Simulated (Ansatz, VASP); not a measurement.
**Two plane-wave programs on Zr**

```xyz
8
Lattice="-4.5207 4.5207 0.0000 -4.5207 0.0000 4.5207 0.0000 4.5207 4.5207" Properties=species:S:1:pos:R:3 pbc="T T T"
Zr    0.0000    0.0000    0.0000
Zr   -2.2603    2.2603    0.0000
Zr   -2.2603    0.0000    2.2603
Zr    0.0000    2.2603    2.2603
Zr   -4.5207    2.2603    2.2603
Zr   -2.2603    4.5207    2.2603
Zr   -2.2603    2.2603    4.5207
Zr   -4.5207    4.5207    4.5207
```

Alike in both runs: functional PBE; k mesh 6 × 6 × 6; occupations gaussian, width 0.1 eV; no spin polarisation.

Ansatz relaxed the structure, and its values are those at the end. VASP's run is a single point on that final structure, the one shown.

|  | VASP | Ansatz |
| --- | --- | --- |
| version | VASP 6.6.1 | Ansatz 0.2.0 |
| potentials or method | VASP PAW PBE potentials, release 64 (Zr_sv), cutoff 520 eV | scalar-relativistic, plane waves, PAW |
| valence electrons in the cell | 96 | 96 |

|  | VASP | Ansatz | Ansatz less VASP |
| --- | --- | --- | --- |
| gap on the k mesh at the Fermi level (eV) | none | none | - |
| pressure (GPa) | 0.0 | 0.0 | -0.02 |

A gap of «none» marks a metal or a gap that the smearing closes. With one functional, cell and mesh, what is left measures potentials, basis and numerics.
